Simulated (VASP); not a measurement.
# TiPd3 (Pm-3m) in VASP: electric field gradients with LDA

Aim: the electric field gradients of TiPd3 with LDA.

All numbers are computed with VASP 6.6.1; they aren't measurements. Logs are shortened: lines on timing, memory, paths and dates and some standing lists are left out, and cuts for length are marked.

## 1. The cell of the first run

It takes space group Pm-3m (No. 221, cubic). The conventional cell has a = 3.834 Å, b = 3.834 Å, c = 3.834 Å, α = 90.00°, β = 90.00°, γ = 90.00°. Ti (site symmetry m-3m) has 12 Pd at 2.71 Å within 3.6 Å. Within 3.6 Å of Pd (site symmetry 4/mmm) lie 4 Ti at 2.71 Å and 8 Pd at 2.71 Å.

## 2. Electric field gradients, LDA

INCAR reads:

```
SYSTEM = TiPd3
  PREC = Accurate
  ENCUT = 400
  EDIFF = 1E-8
  ISMEAR = -1
  SIGMA = 0.15
  LREAL = .FALSE.
  LASPH = .TRUE.
  NELM = 300
  ALGO = All
  ISIF = 2
  LWAVE = .FALSE.
  LCHARG = .FALSE.
  GGA = CA
  LEFG = .TRUE.
  NBANDS = 29
  GGA_COMPAT = .FALSE.
  ISEARCH = 1
  KPAR = 4
```

KPOINTS reads:

```
Automatic mesh
0
G
  12 12 12
  0 0 0
```

POSCAR reads:

```
TiPd3
1.0
    3.8340184224      0.0000000000      0.0000000000
    0.0000000000      3.8340184224      0.0000000000
    0.0000000000      0.0000000000      3.8340184224
Ti Pd
1 3
Direct
    0.0000000000      0.0000000000      0.0000000000
    0.0000000000      0.5000000000      0.5000000000
    0.5000000000      0.0000000000      0.5000000000
    0.5000000000      0.5000000000      0.0000000000
```

Potentials or basis: VASP PAW LDA potentials, release 64 (Ti_sv, Pd).

Started as:

```console
$ cat potpaw_LDA.64/Ti_sv/POTCAR potpaw_LDA.64/Pd/POTCAR > POTCAR
$ mpirun -np 4 vasp_std > vasp.out
```

OUTCAR:

```text
SYSTEM = TiPd3
   PREC = Accurate
   ENCUT = 400
   EDIFF = 1E-8
   ISMEAR = -1
   LREAL = .FALSE.
   LASPH = .TRUE.
   NELM = 300
   ISIF = 2
   GGA = CA

 ion  position               nearest neighbor table
   1  0.000  0.000  0.000-   2 2.71   3 2.71   4 2.71   2 2.71   3 2.71   2 2.71   4 2.71   2 2.71
                             3 2.71   4 2.71   3 2.71   4 2.71
   2  0.000  0.500  0.500-   1 2.71   3 2.71   4 2.71   1 2.71   4 2.71   1 2.71   3 2.71   1 2.71
                             3 2.71   4 2.71   4 2.71   3 2.71
   3  0.500  0.000  0.500-   1 2.71   2 2.71   4 2.71   1 2.71   4 2.71   2 2.71   4 2.71   4 2.71
                             1 2.71   2 2.71   1 2.71   2 2.71
   4  0.500  0.500  0.000-   1 2.71   2 2.71   3 2.71   2 2.71   3 2.71   1 2.71   3 2.71   3 2.71
                             1 2.71   2 2.71   2 2.71   1 2.71

  LATTYP: Found a simple cubic cell.
 ALAT       =     3.8340184224

  Lattice vectors:

 A1 = (   3.8340184224,   0.0000000000,   0.0000000000)
 A2 = (   0.0000000000,   3.8340184224,   0.0000000000)
 A3 = (   0.0000000000,   0.0000000000,   3.8340184224)

Analysis of symmetry for initial positions (statically):
=====================================================================
 Subroutine PRICEL returns:
 Original cell was already a primitive cell.

 Routine SETGRP: Setting up the symmetry group for a
 simple cubic supercell.

 Subroutine GETGRP returns: Found 48 space group operations
 (whereof 48 operations were pure point group operations)
 out of a pool of 48 trial point group operations.

The static configuration has the point symmetry O_h .

Analysis of symmetry for dynamics (positions and initial velocities):
=====================================================================
 Subroutine PRICEL returns:
 Original cell was already a primitive cell.

 Routine SETGRP: Setting up the symmetry group for a
 simple cubic supercell.

 Subroutine GETGRP returns: Found 48 space group operations
 (whereof 48 operations were pure point group operations)
 out of a pool of 48 trial point group operations.

The dynamic configuration has the point symmetry O_h .

 Subroutine INISYM returns: Found 48 space group operations
 (whereof 48 operations are pure point group operations),
 and found     1 'primitive' translations

----------------------------------------------------------------------------------------

                                     Primitive cell

  volume of cell :      56.3589

  direct lattice vectors                    reciprocal lattice vectors
     3.834018422  0.000000000  0.000000000     0.260822951  0.000000000  0.000000000
     0.000000000  3.834018422  0.000000000     0.000000000  0.260822951  0.000000000
     0.000000000  0.000000000  3.834018422     0.000000000  0.000000000  0.260822951

  length of vectors
     3.834018422  3.834018422  3.834018422     0.260822951  0.260822951  0.260822951

  position of ions in fractional coordinates (direct lattice)
     0.000000000  0.000000000  0.000000000
     0.000000000  0.500000000  0.500000000
     0.500000000  0.000000000  0.500000000
     0.500000000  0.500000000  0.000000000

  ion indices of the primitive-cell ions
   primitive index   ion index
                 1           1
                 2           2
                 3           3
                 4           4

----------------------------------------------------------------------------------------

 KPOINTS: Automatic mesh

Automatic generation of k-mesh.
 Grid dimensions read from file:
 generate k-points for:   12   12   12

 Generating k-lattice:

  Cartesian coordinates                     Fractional coordinates (reciprocal lattice)
     0.021735246  0.000000000  0.000000000     0.083333333  0.000000000  0.000000000
[... 45 lines left out ...]
   dimension x,y,z NGXF=    56 NGYF=   56 NGZF=   56
   ions per type =               1   3
   NGX,Y,Z   is equivalent  to a cutoff of  12.14, 12.14, 12.14 a.u.
   NGXF,Y,Z  is equivalent  to a cutoff of  24.28, 24.28, 24.28 a.u.
 SYSTEM =  TiPd3
   PREC   = accura    normal or accurate (medium, high low for compatibility)
   ISTART =      0    job   : 0-new  1-cont  2-samecut
   ICHARG =      2    charge: 1-file 2-atom 10-const
   ISPIN  =      1    spin polarized calculation?
   LNONCOLLINEAR =      F non collinear calculations
   LSORBIT =      F    spin-orbit coupling
   LASPH  =      T    aspherical Exc in radial PAW
   ENCUT  =  400.0 eV  29.40 Ry    5.42 a.u.   6.25  6.25  6.25*2*pi/ulx,y,z
   NELM   =    300;   NELMIN=  2; NELMDL= -5     # of ELM steps
   EDIFF  = 0.1E-07   stopping-criterion for ELM
   LREAL  =      F    real-space projection
   EDIFFG = 0.1E-06   stopping-criterion for IOM
   NSW    =      0    number of steps for IOM
   IBRION =     -1    ionic relax: 0-MD 1-quasi-New 2-CG
   NFREE  =      0    steps in history (QN), initial steepest desc. (CG)
   ISIF   =      2    stress and relaxation
   ISYM   =      2    0-nonsym 1-usesym 2-fastsym
   POTIM  = 0.5000    time-step for ionic-motion
   TEBEG  =    0.0;   TEEND  =   0.0 temperature during run
   PSTRESS=    0.0 pullay stress
   NELECT =      42.0000    total number of electrons
   NUPDOWN=      -1.0000    fix difference up-down
   EMIN   =  10.00;   EMAX   =-10.00  energy-range for DOS
   EFERMI =   0.00;   METHOD = LEGACY
   ISMEAR =    -1;   SIGMA  =   0.15  broadening in eV -4-tet -1-fermi 0-gaus
   EFERMI_NEDOS =   21; number of points for ismear=-14 and -15
   IALGO  =     58    algorithm
   IMIX   =      4    mixing-type and parameters
     AMIX     =   0.40;   BMIX     =  1.00
     AMIX_MAG =   1.60;   BMIX_MAG =  1.00
  volume/ion in A,a.u.               =      14.09        95.08
  Fermi-wavevector in a.u.,A,eV,Ry     =   1.484239  2.804804 29.973149  2.202964
  Thomas-Fermi vector in A             =   2.597800
   LORBIT       =      0    0 simple, 1 ext, 2 COOP (PROOUT), +10 PAW based schemes
   GGA     = CA    functional components
   LHFCALC =     F    Hartree Fock is set to
   AEXX    =    0.0000 exact exchange contribution
   IVDW    =     0    specifies the selected vdW correction
   LEPSILON=     F    determine dielectric tensor
   LRPA    =     F    only Hartree local field effects (RPA)
 non-spin polarized calculation
  energy-cutoff  :      400.00
  volume of cell :       56.36
 maximum number of plane-waves:      1064
 NGX is ok and might be reduce to    28
   NGX = 13   NGY = 13   NGZ = 13

 number of electron      42.0000040 magnetization

 Free energy of the ion-electron system (eV)
  ---------------------------------------------------
  ext. energy  EPLUGINS =         0.00000000
  ---------------------------------------------------
  free energy    TOTEN  =       -30.85918438 eV

  energy without entropy =      -30.74139535  energy(sigma->0) =      -30.80028987

 E-fermi :  11.1926     XC(G=0): -13.5687

 val. band max:       11.0538605971   @ k =   0.5000   0.5000   0.4167
 cond. band min:      11.2209454267   @ k =   0.1667   0.1667   0.0833
 fundamental gap:      0.1670848296
 Fermi energy:        11.1925818259

 k-point     1 :       0.0000    0.0000    0.0000
  band No.  band energies     occupation
      1     -46.0149      2.00000
      2     -22.6302      2.00000
      3     -22.6302      2.00000
      4     -22.6302      2.00000
      5       3.1066      2.00000
      6       4.7624      2.00000
[... 757 lines left out ...]
     28      16.2687      0.00000
     29      20.9287      0.00000

 [... further k-points ...]

------------------------ aborting loop because EDIFF is reached ----------------------------------------

  FORCE on cell =-STRESS in cart. coord.  units (eV):
  Direction    XX          YY          ZZ          XY          YZ          ZX
  --------------------------------------------------------------------------------------
  -------------------------------------------------------------------------------------
  Total       -0.0351954     -0.0351954     -0.0351954      0.0000000     -0.0000000      0.0000000
  in kB       -1.0005380     -1.0005380     -1.0005380      0.0000000     -0.0000000      0.0000000
  external PRESSURE =      -1.0005380 kB  Pullay stress =       0.0000000 kB

 VOLUME and BASIS-vectors are now :
 -----------------------------------------------------------------------------
  energy-cutoff  :      400.00
  volume of cell :       56.36
      direct lattice vectors                 reciprocal lattice vectors
     3.834018422  0.000000000  0.000000000     0.260822951  0.000000000  0.000000000
     0.000000000  3.834018422  0.000000000     0.000000000  0.260822951  0.000000000
     0.000000000  0.000000000  3.834018422     0.000000000  0.000000000  0.260822951

 POSITION                                       TOTAL-FORCE (eV/Angst)
 -----------------------------------------------------------------------------------
      0.00000      0.00000      0.00000         0.000000      0.000000      0.000000
      0.00000      1.91701      1.91701         0.000000      0.000000      0.000000
      1.91701      0.00000      1.91701         0.000000      0.000000      0.000000
      1.91701      1.91701      0.00000         0.000000      0.000000      0.000000
 -----------------------------------------------------------------------------------
    total drift:                                0.000000      0.000000      0.000000

  FREE ENERGIE OF THE ION-ELECTRON SYSTEM (eV)
  ---------------------------------------------------
  free  energy   TOTEN  =       -30.8591843830 eV

  energy  without entropy=      -30.7413933605  energy(sigma->0) =      -30.80028887

 Electric field gradients (V/A^2)
---------------------------------------------------------------------
 ion       V_xx      V_yy      V_zz      V_xy      V_xz      V_yz
---------------------------------------------------------------------
   1       0.000     0.000    -0.000    -0.000     0.000     0.000
   2     -60.039    30.019    30.019    -0.000    -0.000    -0.000
   3      30.019   -60.039    30.019     0.000     0.000     0.000
   4      30.019    30.019   -60.039     0.000    -0.000     0.000
---------------------------------------------------------------------

 Electric field gradients after diagonalization (V/A^2)
 (convention: |V_zz| > |V_xx| > |V_yy|)
----------------------------------------------------------------------
 ion       V_xx      V_yy      V_zz     asymmetry (V_yy - V_xx)/ V_zz
----------------------------------------------------------------------
   1      -0.000     0.000     0.000       1.600
   2      30.019    30.019   -60.039       0.000
   3      30.019    30.019   -60.039       0.000
   4      30.019    30.019   -60.039       0.000
----------------------------------------------------------------------

           NMR quadrupolar parameters

 Cq : quadrupolar parameter    Cq=e*Q*V_zz/h
 eta: asymmetry parameters     (V_yy - V_xx)/ V_zz
 Q  : nuclear electric quadrupole moment in mb (millibarn)
----------------------------------------------------------------------
 ion       Cq(MHz)       eta       Q (mb)
----------------------------------------------------------------------
   1       0.000       1.600       1.000
   2      -0.145       0.000       1.000
   3      -0.145       0.000       1.000
   4      -0.145       0.000       1.000
----------------------------------------------------------------------
```

Wall time 73 s (4 MPI ranks of AMD EPYC 7R43 (Zen 3), shared host); peak memory 0.24 GiB.

What came out:

- Free energy: -30.8592 eV
- Pressure: -0.1 GPa
- Band gap on the k mesh: zero (bands 21 and 22 overlap by 1.34 eV)
- Largest electric field gradient by atom: Ti -0.0; Pd -60.0 V/Å²

Levels at points of the mesh, in eV from the Fermi level:
```
           k point  band 17  band 18  band 19  band 20  band 21  band 22  band 23  band 24  band 25  band 26
(0.00, 0.00, 0.00)    -0.93    -0.41    -0.41    -0.41     1.39     1.39     2.08     2.08     2.08     2.66
(0.50, 0.00, 0.00)    -2.51    -2.43    -2.34    -1.48    -0.41     0.05     0.05     0.77     0.80     2.02
(0.50, 0.50, 0.00)    -2.81    -2.81    -2.30    -2.14    -2.06     0.42     0.42     0.67     1.71     1.71
(0.50, 0.50, 0.50)    -0.81    -0.81    -0.81     0.20     0.20     0.20     0.20     1.21     1.21     1.21
```

Electric field gradients, principal values (V/Å²):
| atom | least | middle | greatest (by size) |
| --- | --- | --- | --- |
| 1 Ti | 0.000 | 0.000 | 0.000 |
| 2 Pd | 30.019 | 30.019 | -60.039 |
| 3 Pd | 30.019 | 30.019 | -60.039 |
| 4 Pd | 30.019 | 30.019 | -60.039 |

Caveat: without QUAD_EFG the Cq values of the log hold for a quadrupole moment of 1 mb, not for the nuclei.

The gap in the log of VASP goes by the Fermi energy; the results here count the filled bands.